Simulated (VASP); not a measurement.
# Pb (Im-3m) in VASP: settings compared, part 2 of 3

VASP 6.6.1.

## 4. Single point, r2SCAN

This run uses another cell than the first one, of 29.17 Å³/atom.

POSCAR

```
Pb
1.0
   -1.9392470115      1.9392470115      1.9392470115
    1.9392470115     -1.9392470115      1.9392470115
    1.9392470115      1.9392470115     -1.9392470115
Pb
1
Direct
    0.0000000000      0.0000000000      0.0000000000
```

INCAR.step1

```
SYSTEM = Pb
ALGO = Normal
EDIFF = 1E-4
ENCUT = 520
GGA = PE
ISMEAR = -1
LASPH = .TRUE.
LCHARG = .FALSE.
LREAL = .FALSE.
LWAVE = .TRUE.
NBANDS = 13
NELM = 80
PREC = Accurate
SIGMA = 0.05
```

INCAR.step2

```
SYSTEM = Pb
ALGO = Normal
EDIFF = 1E-6
ENCUT = 520
ISIF = 2
ISMEAR = -1
ISTART = 1
LASPH = .TRUE.
LCHARG = .FALSE.
LMIXTAU = .TRUE.
LREAL = .FALSE.
LWAVE = .FALSE.
METAGGA = R2SCAN
NBANDS = 13
NELM = 80
PREC = Accurate
SIGMA = 0.05
```

KPOINTS

```
k-points
0
G
  9 9 9
  0 0 0
```

Potentials or basis: VASP PAW PBE potentials, release 64 (Pb_d).

The run is started by

```console
$ cat potpaw_PBE.64/Pb_d/POTCAR > POTCAR
$ cp INCAR.step1 INCAR
$ mpirun -np 1 vasp_std > vasp.out
$ cp INCAR.step2 INCAR
$ mpirun -np 1 vasp_std > vasp.out
```

OUTCAR:

```text
SYSTEM = Pb
   EDIFF = 1E-6
   ENCUT = 520
   ISIF = 2
   ISMEAR = -1
   ISTART = 1
   LASPH = .TRUE.
   LREAL = .FALSE.
   METAGGA = R2SCAN
   NELM = 80
   PREC = Accurate

 ion  position               nearest neighbor table
   1  0.000  0.000  0.000-

  LATTYP: Found a body centered cubic cell.
 ALAT       =     3.8784940230

  Lattice vectors:

 A1 = (  -1.9392470115,   1.9392470115,   1.9392470115)
 A2 = (   1.9392470115,  -1.9392470115,   1.9392470115)
 A3 = (   1.9392470115,   1.9392470115,  -1.9392470115)

Analysis of symmetry for initial positions (statically):
=====================================================================
 Subroutine PRICEL returns:
 Original cell was already a primitive cell.

 Routine SETGRP: Setting up the symmetry group for a
 body centered cubic supercell.

 Subroutine GETGRP returns: Found 48 space group operations
 (whereof 48 operations were pure point group operations)
 out of a pool of 48 trial point group operations.

The static configuration has the point symmetry O_h .

Analysis of symmetry for dynamics (positions and initial velocities):
=====================================================================
 Subroutine PRICEL returns:
 Original cell was already a primitive cell.

 Routine SETGRP: Setting up the symmetry group for a
 body centered cubic supercell.

 Subroutine GETGRP returns: Found 48 space group operations
 (whereof 48 operations were pure point group operations)
 out of a pool of 48 trial point group operations.

The dynamic configuration has the point symmetry O_h .

 Subroutine INISYM returns: Found 48 space group operations
 (whereof 48 operations are pure point group operations),
 and found     1 'primitive' translations

----------------------------------------------------------------------------------------

                                     Primitive cell

  volume of cell :      29.1715

  direct lattice vectors                    reciprocal lattice vectors
    -1.939247012  1.939247012  1.939247012     0.000000000  0.257832033  0.257832033
     1.939247012 -1.939247012  1.939247012     0.257832033  0.000000000  0.257832033
     1.939247012  1.939247012 -1.939247012     0.257832033  0.257832033  0.000000000

  length of vectors
     3.358874352  3.358874352  3.358874352     0.364629558  0.364629558  0.364629558

  position of ions in fractional coordinates (direct lattice)
     0.000000000  0.000000000  0.000000000

  ion indices of the primitive-cell ions
   primitive index   ion index
                 1           1

----------------------------------------------------------------------------------------

 KPOINTS: k-points

Automatic generation of k-mesh.
 Grid dimensions read from file:
 generate k-points for:    9    9    9

 Generating k-lattice:

  Cartesian coordinates                     Fractional coordinates (reciprocal lattice)
     0.000000000  0.028648004  0.028648004     0.111111111  0.000000000  0.000000000
     0.028648004  0.000000000  0.028648004     0.000000000  0.111111111  0.000000000
     0.028648004  0.028648004  0.000000000     0.000000000  0.000000000  0.111111111

  Length of vectors
     0.040514395  0.040514395  0.040514395

  Shift w.r.t. Gamma in fractional coordinates (k-lattice)
     0.000000000  0.000000000  0.000000000

 Subroutine IBZKPT returns following result:
 ===========================================

 Found     35 irreducible k-points:

 Following reciprocal coordinates:
            Coordinates               Weight
  0.000000  0.000000  0.000000      1.000000
  0.111111  0.000000  0.000000     12.000000
  0.222222  0.000000  0.000000     12.000000
  0.333333  0.000000  0.000000     12.000000
  0.444444  0.000000  0.000000     12.000000
  0.111111  0.111111  0.000000     24.000000
[... 16 lines left out ...]
 -0.333333  0.444444  0.111111     48.000000
 -0.444444 -0.444444  0.111111     24.000000
 [... further k-points ...]
   k-points           NKPTS =     35   k-points in BZ     NKDIM =     35   number of bands    NBANDS=     13
   number of dos      NEDOS =    301   number of ions     NIONS =      1
   total plane-waves  NPLWV =  21952
   dimension x,y,z NGX =    28 NGY =   28 NGZ =   28
   dimension x,y,z NGXF=    56 NGYF=   56 NGZF=   56
   ions per type =               1
   NGX,Y,Z   is equivalent  to a cutoff of  13.86, 13.86, 13.86 a.u.
   NGXF,Y,Z  is equivalent  to a cutoff of  27.72, 27.72, 27.72 a.u.
 SYSTEM =  Pb
   PREC   = accura    normal or accurate (medium, high low for compatibility)
   ISTART =      1    job   : 0-new  1-cont  2-samecut
   ICHARG =      0    charge: 1-file 2-atom 10-const
   ISPIN  =      1    spin polarized calculation?
   LNONCOLLINEAR =      F non collinear calculations
   LSORBIT =      F    spin-orbit coupling
   LASPH  =      T    aspherical Exc in radial PAW
   ENCUT  =  520.0 eV  38.22 Ry    6.18 a.u.   6.25  6.25  6.25*2*pi/ulx,y,z
   NELM   =     80;   NELMIN=  2; NELMDL=  0     # of ELM steps
   EDIFF  = 0.1E-05   stopping-criterion for ELM
   LREAL  =      F    real-space projection
   EDIFFG = 0.1E-04   stopping-criterion for IOM
   NSW    =      0    number of steps for IOM
   IBRION =     -1    ionic relax: 0-MD 1-quasi-New 2-CG
   NFREE  =      0    steps in history (QN), initial steepest desc. (CG)
   ISIF   =      2    stress and relaxation
   ISYM   =      2    0-nonsym 1-usesym 2-fastsym
   POTIM  = 0.5000    time-step for ionic-motion
   TEBEG  =    0.0;   TEEND  =   0.0 temperature during run
   PSTRESS=    0.0 pullay stress
   NELECT =      14.0000    total number of electrons
   NUPDOWN=      -1.0000    fix difference up-down
   EMIN   =  10.00;   EMAX   =-10.00  energy-range for DOS
   EFERMI =   0.00;   METHOD = LEGACY
   ISMEAR =    -1;   SIGMA  =   0.05  broadening in eV -4-tet -1-fermi 0-gaus
   EFERMI_NEDOS =   21; number of points for ismear=-14 and -15
   IALGO  =     38    algorithm
   IMIX   =      4    mixing-type and parameters
     AMIX     =   0.40;   BMIX     =  1.00
     AMIX_MAG =   1.60;   BMIX_MAG =  1.00
  volume/ion in A,a.u.               =      29.17       196.86
  Fermi-wavevector in a.u.,A,eV,Ry     =   1.281733  2.422125 22.352203  1.642841
  Thomas-Fermi vector in A             =   2.414086
   LORBIT       =      0    0 simple, 1 ext, 2 COOP (PROOUT), +10 PAW based schemes
   METAGGA = R2SCAN    functional components
   LHFCALC =     F    Hartree Fock is set to
   AEXX    =    0.0000 exact exchange contribution
   IVDW    =     0    specifies the selected vdW correction
   LEPSILON=     F    determine dielectric tensor
   LRPA    =     F    only Hartree local field effects (RPA)
 non-spin polarized calculation
  energy-cutoff  :      520.00
  volume of cell :       29.17
 maximum number of plane-waves:       794
 NGX is ok and might be reduce to    28
   NGX = 13   NGY = 13   NGZ = 13

 number of electron      13.9999999 magnetization

 Free energy of the ion-electron system (eV)
  ---------------------------------------------------
  ext. energy  EPLUGINS =         0.00000000
  ---------------------------------------------------
  free energy    TOTEN  =       -56.21097628 eV

  energy without entropy =      -56.20694672  energy(sigma->0) =      -56.20896150

 E-fermi :   7.7390     XC(G=0): -11.1400

 val. band max:        7.7055432576   @ k =  -0.3333   0.3333   0.3333
 cond. band min:       7.8507220090   @ k =   0.2222   0.2222   0.1111
 fundamental gap:      0.1451787514
 Fermi energy:         7.7389983688

 k-point     1 :       0.0000    0.0000    0.0000
  band No.  band energies     occupation
      1     -10.1716      2.00000
      2     -10.1716      2.00000
      3     -10.1716      2.00000
      4      -9.8841      2.00000
      5      -9.8841      2.00000
      6      -4.9139      2.00000
      7      15.9814      0.00000
      8      15.9814      0.00000
      9      15.9814      0.00000
     10      19.6066      0.00000
     11      19.6066      0.00000
     12      19.6066      0.00000
     13      21.1447      0.00000
[... 353 lines left out ...]
 k-point    24 :      -0.4444   -0.4444    0.1111
  band No.  band energies     occupation
      1     -10.1720      2.00000
      2     -10.1075      2.00000
      3      -9.9846      2.00000
      4      -9.9085      2.00000
      5      -9.7386      2.00000
      6      -0.0362      2.00000
      7       4.0991      2.00000
      8       8.3947      0.00000
      9      12.6825      0.00000
     10      17.3125      0.00000
     11      18.8491      0.00000
     12      19.6031      0.00000
     13      21.5655      0.00000

 [... further k-points ...]
[... 5 lines left out ...]
  --------------------------------------------------------------------------------------
  -------------------------------------------------------------------------------------
  Total        0.4853210      0.4853210      0.4853210      0.0000000      0.0000000     -0.0000000
  in kB       26.6550958     26.6550958     26.6550958      0.0000000      0.0000000     -0.0000000
  external PRESSURE =      26.6550958 kB  Pullay stress =       0.0000000 kB

 VOLUME and BASIS-vectors are now :
 -----------------------------------------------------------------------------
  energy-cutoff  :      520.00
  volume of cell :       29.17
      direct lattice vectors                 reciprocal lattice vectors
    -1.939247012  1.939247012  1.939247012     0.000000000  0.257832033  0.257832033
     1.939247012 -1.939247012  1.939247012     0.257832033  0.000000000  0.257832033
     1.939247012  1.939247012 -1.939247012     0.257832033  0.257832033  0.000000000

 POSITION                                       TOTAL-FORCE (eV/Angst)
 -----------------------------------------------------------------------------------
      0.00000      0.00000      0.00000        -0.000000     -0.000000      0.000000
 -----------------------------------------------------------------------------------
    total drift:                                0.000000      0.000000      0.000000

  FREE ENERGIE OF THE ION-ELECTRON SYSTEM (eV)
  ---------------------------------------------------
  free  energy   TOTEN  =       -56.2109762830 eV

  energy  without entropy=      -56.2069467185  energy(sigma->0) =      -56.20896150
```

OUTCAR.step1:

```text
SYSTEM = Pb
   EDIFF = 1E-4
   ENCUT = 520
   GGA = PE
   ISMEAR = -1
   LASPH = .TRUE.
   LREAL = .FALSE.
[... 600 lines left out ...]
 -----------------------------------------------------------------------------------
      0.00000      0.00000      0.00000        -0.000000      0.000000     -0.000000
 -----------------------------------------------------------------------------------
    total drift:                                0.000000      0.000000      0.000000

  FREE ENERGIE OF THE ION-ELECTRON SYSTEM (eV)
  ---------------------------------------------------
  free  energy   TOTEN  =        -3.4778205283 eV

  energy  without entropy=       -3.4738923443  energy(sigma->0) =       -3.47585644
```

Wall time 100 s (1 thread of AMD EPYC 7R13, shared host); peak memory 0.14 GiB.

What came out:

- Free energy: -56.2110 eV
- Pressure: 2.7 GPa
- Band gap on the k mesh: zero (bands 7 and 8 overlap by 10.57 eV)

Levels at points of the mesh, in eV from the Fermi level:
```tsv
k point	band 5	band 6	band 7	band 8	band 9	band 10
(0.00, 0.00, 0.00)	-17.62	-12.65	8.24	8.24	8.24	11.87
```

Caveat: the PAW data sets were made with another functional, which shifts forces and pressure a little; spin-orbit coupling is left out, which moves the levels of the heavy elements.

## 5. Single point, r2SCAN

This run uses another cell than the first one, of 29.79 Å³/atom.

POSCAR

```
Pb
1.0
   -1.9529041306      1.9529041306      1.9529041306
    1.9529041306     -1.9529041306      1.9529041306
    1.9529041306      1.9529041306     -1.9529041306
Pb
1
Direct
    0.0000000000      0.0000000000      0.0000000000
```

INCAR.step1

```
SYSTEM = Pb
  ALGO = Normal
  EDIFF = 1E-4
  ENCUT = 520
  GGA = PE
  ISMEAR = -1
  LASPH = .TRUE.
  LCHARG = .FALSE.
  LREAL = .FALSE.
  LWAVE = .TRUE.
  NBANDS = 13
  NELM = 80
  PREC = Accurate
  SIGMA = 0.05
```

INCAR.step2

```
SYSTEM = Pb
  ALGO = Normal
  EDIFF = 1E-6
  ENCUT = 520
  ISIF = 2
  ISMEAR = -1
  ISTART = 1
  LASPH = .TRUE.
  LCHARG = .TRUE.
  LELF = .TRUE.
  LMIXTAU = .TRUE.
  LREAL = .FALSE.
  LVHAR = .TRUE.
  LWAVE = .FALSE.
  METAGGA = R2SCAN
  NBANDS = 13
  NELM = 80
  PREC = Accurate
  SIGMA = 0.05
```

KPOINTS is that of step 4.

The run is started by

```console
$ cat potpaw_PBE.64/Pb_d/POTCAR > POTCAR
$ cp INCAR.step1 INCAR
$ mpirun -np 1 vasp_std > vasp.out
$ cp INCAR.step2 INCAR
$ mpirun -np 1 vasp_std > vasp.out
```

It took 94 s on 1 thread of AMD EPYC 7R13, shared host; peak memory 0.14 GiB.

It converged, with:

| Quantity | Value |
| --- | --- |
| Free energy | -56.2194 eV |
| Pressure | 1.5 GPa |
| Band gap on the k mesh | zero (bands 7 and 8 overlap by 10.30 eV) |

Levels at points of the mesh, in eV from the Fermi level:
```csv
k point,band 5,band 6,band 7,band 8,band 9,band 10
"(0.00, 0.00, 0.00)",-17.62,-12.50,8.04,8.04,8.04,11.84
```

Caveat: the PAW data sets were made with another functional, which shifts forces and pressure a little; spin-orbit coupling is left out, which moves the levels of the heavy elements.

[end of part 2 of 3]
